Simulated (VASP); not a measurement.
# Sb (Fm-3m) in VASP: further runs

The runs below take Sb through single point, relaxation of cell and atoms, with PBE.

Program: VASP 6.6.1. These are calculated values, not measurements. Logs are shortened: lines on timing, memory, paths and dates and some standing lists are left out, and cuts for length are marked.

## Step 1: The cell of the first run

The structure is cubic, space group Fm-3m (No. 225). Conventional cell: a = 3.772 Å, b = 3.772 Å, c = 3.772 Å, α = 90.00°, β = 90.00°, γ = 90.00°. Within 3.5 Å of Sb (site symmetry m-3m) lie 12 Sb at 2.67 Å.

## Step 2: Single point, PBE

The input, INCAR:

```
PREC     = Accurate       # precision mode
ENCUT    = 520            # plane-wave cutoff, eV
EDIFF    = 1E-6           # SCF threshold, eV
ISMEAR   = -1             # smearing method
SIGMA    = 0.1            # smearing width, eV
LREAL    = False          # projectors in reciprocal space
LASPH    = True           # aspherical terms in the spheres
NELM     = 60             # most SCF steps
ALGO     = Normal         # electronic algorithm
ISIF     = 2              # what is computed and relaxed
LWAVE    = False          # write WAVECAR
LCHARG   = False          # write CHGCAR
GGA      = PE             # functional
NBANDS   = 8              # bands
```

The input, KPOINTS:

```
regular mesh
0
Gamma
  17 17 17
```

The input, POSCAR:

```
Sb
1.0
    0.0000000000      1.8857607080      1.8857607080
    1.8857607080      0.0000000000      1.8857607080
    1.8857607080      1.8857607080      0.0000000000
Sb
1
Direct
    0.0000000000      0.0000000000      0.0000000000
```

Potentials or basis: VASP PAW PBE potentials, release 64 (Sb).

Run with:

```sh
cat potpaw_PBE.64/Sb/POTCAR > POTCAR
mpirun -np 1 vasp_std > vasp.out
```

OUTCAR:

```text
PREC = Accurate
   ENCUT = 520
   EDIFF = 1E-6
   ISMEAR = -1
   LREAL = False
   LASPH = True
   NELM = 60
   ISIF = 2
   GGA = PE

 ion  position               nearest neighbor table
   1  0.000  0.000  0.000-

  LATTYP: Found a face centered cubic cell.
 ALAT       =     3.7715214160

  Lattice vectors:

 A1 = (   0.0000000000,   1.8857607080,   1.8857607080)
 A2 = (   1.8857607080,   0.0000000000,   1.8857607080)
 A3 = (   1.8857607080,   1.8857607080,   0.0000000000)

Analysis of symmetry for initial positions (statically):
=====================================================================
 Subroutine PRICEL returns:
 Original cell was already a primitive cell.

 Routine SETGRP: Setting up the symmetry group for a
 face centered cubic supercell.

 Subroutine GETGRP returns: Found 48 space group operations
 (whereof 48 operations were pure point group operations)
 out of a pool of 48 trial point group operations.

The static configuration has the point symmetry O_h .

Analysis of symmetry for dynamics (positions and initial velocities):
=====================================================================
 Subroutine PRICEL returns:
 Original cell was already a primitive cell.

 Routine SETGRP: Setting up the symmetry group for a
 face centered cubic supercell.

 Subroutine GETGRP returns: Found 48 space group operations
 (whereof 48 operations were pure point group operations)
 out of a pool of 48 trial point group operations.

The dynamic configuration has the point symmetry O_h .

 Subroutine INISYM returns: Found 48 space group operations
 (whereof 48 operations are pure point group operations),
 and found     1 'primitive' translations

----------------------------------------------------------------------------------------

                                     Primitive cell

  volume of cell :      13.4119

  direct lattice vectors                    reciprocal lattice vectors
     0.000000000  1.885760708  1.885760708    -0.265144988  0.265144988  0.265144988
     1.885760708  0.000000000  1.885760708     0.265144988 -0.265144988  0.265144988
     1.885760708  1.885760708  0.000000000     0.265144988  0.265144988 -0.265144988

  length of vectors
     2.666868369  2.666868369  2.666868369     0.459244590  0.459244590  0.459244590

  position of ions in fractional coordinates (direct lattice)
     0.000000000  0.000000000  0.000000000

  ion indices of the primitive-cell ions
   primitive index   ion index
                 1           1

----------------------------------------------------------------------------------------

 KPOINTS: regular mesh

Automatic generation of k-mesh.
 Grid dimensions read from file:
 generate k-points for:   17   17   17

 Generating k-lattice:

  Cartesian coordinates                     Fractional coordinates (reciprocal lattice)
    -0.015596764  0.015596764  0.015596764     0.058823529  0.000000000  0.000000000
     0.015596764 -0.015596764  0.015596764     0.000000000  0.058823529  0.000000000
     0.015596764  0.015596764 -0.015596764     0.000000000  0.000000000  0.058823529

  Length of vectors
     0.027014388  0.027014388  0.027014388

  Shift w.r.t. Gamma in fractional coordinates (k-lattice)
     0.000000000  0.000000000  0.000000000

 Subroutine IBZKPT returns following result:
 ===========================================

 Found    165 irreducible k-points:

 Following reciprocal coordinates:
            Coordinates               Weight
  0.000000  0.000000  0.000000      1.000000
  0.058824  0.000000  0.000000      8.000000
  0.117647  0.000000  0.000000      8.000000
  0.176471  0.000000  0.000000      8.000000
  0.235294  0.000000  0.000000      8.000000
  0.294118  0.000000  0.000000      8.000000
[... 16 lines left out ...]
 -0.176471  0.058824  0.000000     24.000000
 -0.117647  0.058824  0.000000     24.000000
 [... further k-points ...]
   k-points           NKPTS =    165   k-points in BZ     NKDIM =    165   number of bands    NBANDS=      8
   number of dos      NEDOS =    301   number of ions     NIONS =      1
   total plane-waves  NPLWV =   8000
   dimension x,y,z NGX =    20 NGY =   20 NGZ =   20
   dimension x,y,z NGXF=    40 NGYF=   40 NGZF=   40
   ions per type =               1
   NGX,Y,Z   is equivalent  to a cutoff of  12.47, 12.47, 12.47 a.u.
   NGXF,Y,Z  is equivalent  to a cutoff of  24.94, 24.94, 24.94 a.u.
 SYSTEM =  unknown system
   PREC   = accura    normal or accurate (medium, high low for compatibility)
   ISTART =      0    job   : 0-new  1-cont  2-samecut
   ICHARG =      2    charge: 1-file 2-atom 10-const
   ISPIN  =      1    spin polarized calculation?
   LNONCOLLINEAR =      F non collinear calculations
   LSORBIT =      F    spin-orbit coupling
   LASPH  =      T    aspherical Exc in radial PAW
   ENCUT  =  520.0 eV  38.22 Ry    6.18 a.u.   4.96  4.96  4.96*2*pi/ulx,y,z
   NELM   =     60;   NELMIN=  2; NELMDL= -5     # of ELM steps
   EDIFF  = 0.1E-05   stopping-criterion for ELM
   LREAL  =      F    real-space projection
   EDIFFG = 0.1E-04   stopping-criterion for IOM
   NSW    =      0    number of steps for IOM
   IBRION =     -1    ionic relax: 0-MD 1-quasi-New 2-CG
   NFREE  =      0    steps in history (QN), initial steepest desc. (CG)
   ISIF   =      2    stress and relaxation
   ISYM   =      2    0-nonsym 1-usesym 2-fastsym
   POTIM  = 0.5000    time-step for ionic-motion
   TEBEG  =    0.0;   TEEND  =   0.0 temperature during run
   PSTRESS=    0.0 pullay stress
   NELECT =       5.0000    total number of electrons
   NUPDOWN=      -1.0000    fix difference up-down
   EMIN   =  10.00;   EMAX   =-10.00  energy-range for DOS
   EFERMI =   0.00;   METHOD = LEGACY
   ISMEAR =    -1;   SIGMA  =   0.10  broadening in eV -4-tet -1-fermi 0-gaus
   EFERMI_NEDOS =   21; number of points for ismear=-14 and -15
   IALGO  =     38    algorithm
   IMIX   =      4    mixing-type and parameters
     AMIX     =   0.40;   BMIX     =  1.00
     AMIX_MAG =   1.60;   BMIX_MAG =  1.00
  volume/ion in A,a.u.               =      13.41        90.51
  Fermi-wavevector in a.u.,A,eV,Ry     =   1.178243  2.226557 18.888382  1.388257
  Thomas-Fermi vector in A             =   2.314576
   LORBIT       =      0    0 simple, 1 ext, 2 COOP (PROOUT), +10 PAW based schemes
   GGA     = PE    functional components
   LHFCALC =     F    Hartree Fock is set to
   AEXX    =    0.0000 exact exchange contribution
   IVDW    =     0    specifies the selected vdW correction
   LEPSILON=     F    determine dielectric tensor
   LRPA    =     F    only Hartree local field effects (RPA)
 non-spin polarized calculation
  energy-cutoff  :      520.00
  volume of cell :       13.41
 maximum number of plane-waves:       373
   NGX =  9   NGY =  9   NGZ =  9

 number of electron       5.0000000 magnetization

 Free energy of the ion-electron system (eV)
  ---------------------------------------------------
  ext. energy  EPLUGINS =         0.00000000
  ---------------------------------------------------
  free energy    TOTEN  =         1.16599688 eV

  energy without entropy =        1.17720387  energy(sigma->0) =        1.17160038

 E-fermi :  21.2827     XC(G=0): -13.5671

 val. band max:       21.2287003557   @ k =   0.4118   0.3529   0.0000
 cond. band min:      21.3427644726   @ k =   0.4706   0.3529   0.1176
 fundamental gap:      0.1140641169
 Fermi energy:        21.2826596797

 k-point     1 :       0.0000    0.0000    0.0000
  band No.  band energies     occupation
      1       0.2933      2.00000
      2      29.8857      0.00000
      3      32.3670      0.00000
      4      32.3670      0.00000
      5      32.3670      0.00000
      6      33.8516      0.00000
      7      33.8516      0.00000
      8      33.8516      0.00000

 k-point     2 :       0.0588    0.0000    0.0000
  band No.  band energies     occupation
      1       0.4160      2.00000
      2      29.3365      0.00000
      3      31.0880      0.00000
      4      31.9835      0.00000
      5      31.9835      0.00000
      6      34.3507      0.00000
      7      34.3507      0.00000
      8      35.1457      0.00000

 k-point     3 :       0.1176    0.0000    0.0000
  band No.  band energies     occupation
      1       0.7853      2.00000
      2      27.0559      0.00000
      3      30.6238      0.00000
      4      31.3535      0.00000
      5      31.3535      0.00000
      6      35.2833      0.00000
      7      35.2833      0.00000
      8      36.3148      0.00000

 k-point     4 :       0.1765    0.0000    0.0000
  band No.  band energies     occupation
      1       1.4037      2.00000
      2      24.1749      0.00000
      3      30.5227      0.00000
      4      30.7576      0.00000
      5      30.7576      0.00000
      6      35.7934      0.00000
      7      35.7934      0.00000
      8      36.6683      0.00000

 k-point     5 :       0.2353    0.0000    0.0000
  band No.  band energies     occupation
      1       2.2749      2.00000
      2      21.2083      1.35540
      3      30.2309      0.00000
      4      30.2309      0.00000
      5      30.3630      0.00000
      6      34.9257      0.00000
      7      34.9257      0.00000
      8      36.3523      0.00000
[... 177 lines left out ...]
 k-point    22 :      -0.2353    0.0588    0.0000
  band No.  band energies     occupation
      1       2.7329      2.00000
      2      20.3211      1.99987
      3      27.4923      0.00000
      4      31.1345      0.00000
      5      31.5985      0.00000
      6      33.5905      0.00000
      7      34.3434      0.00000
      8      37.5230      0.00000

 k-point    23 :      -0.1765    0.0588    0.0000
  band No.  band energies     occupation
      1       1.7759      2.00000
      2      23.2759      0.00000
      3      27.9094      0.00000
      4      31.5033      0.00000
      5      32.1931      0.00000
      6      34.6130      0.00000
      7      34.7983      0.00000
      8      36.1852      0.00000

 k-point    24 :      -0.1176    0.0588    0.0000
  band No.  band energies     occupation
      1       1.0732      2.00000
      2      26.1961      0.00000
      3      28.4766      0.00000
      4      31.5651      0.00000
      5      32.6759      0.00000
      6      34.6598      0.00000
      7      35.1510      0.00000
      8      36.1721      0.00000

 [... further k-points ...]

------------------------ aborting loop because EDIFF is reached ----------------------------------------

  FORCE on cell =-STRESS in cart. coord.  units (eV):
  Direction    XX          YY          ZZ          XY          YZ          ZX
  --------------------------------------------------------------------------------------
  -------------------------------------------------------------------------------------
  Total       18.9190975     18.9190975     18.9190975     -0.0000000      0.0000000      0.0000000
  in kB     2260.0666859   2260.0666859   2260.0666859     -0.0000000      0.0000000      0.0000000
  external PRESSURE =    2260.0666859 kB  Pullay stress =       0.0000000 kB

 VOLUME and BASIS-vectors are now :
 -----------------------------------------------------------------------------
  energy-cutoff  :      520.00
  volume of cell :       13.41
      direct lattice vectors                 reciprocal lattice vectors
     0.000000000  1.885760708  1.885760708    -0.265144988  0.265144988  0.265144988
     1.885760708  0.000000000  1.885760708     0.265144988 -0.265144988  0.265144988
     1.885760708  1.885760708  0.000000000     0.265144988  0.265144988 -0.265144988

 POSITION                                       TOTAL-FORCE (eV/Angst)
 -----------------------------------------------------------------------------------
      0.00000      0.00000      0.00000        -0.000000     -0.000000     -0.000000
 -----------------------------------------------------------------------------------
    total drift:                               -0.000000      0.000000     -0.000000

  FREE ENERGIE OF THE ION-ELECTRON SYSTEM (eV)
  ---------------------------------------------------
  free  energy   TOTEN  =         1.1659968801 eV

  energy  without entropy=        1.1772038705  energy(sigma->0) =        1.17160038
```

Wall time 24 s (1 thread of Intel Xeon 8259CL, shared host); peak memory 0.13 GiB.

Results:

```
Free energy : 1.1660 eV
Pressure    : 226.0 GPa
```

Caveat: spin-orbit coupling is left out, which moves the levels of the heavy elements.

(Part 1 of 2 ends here.)
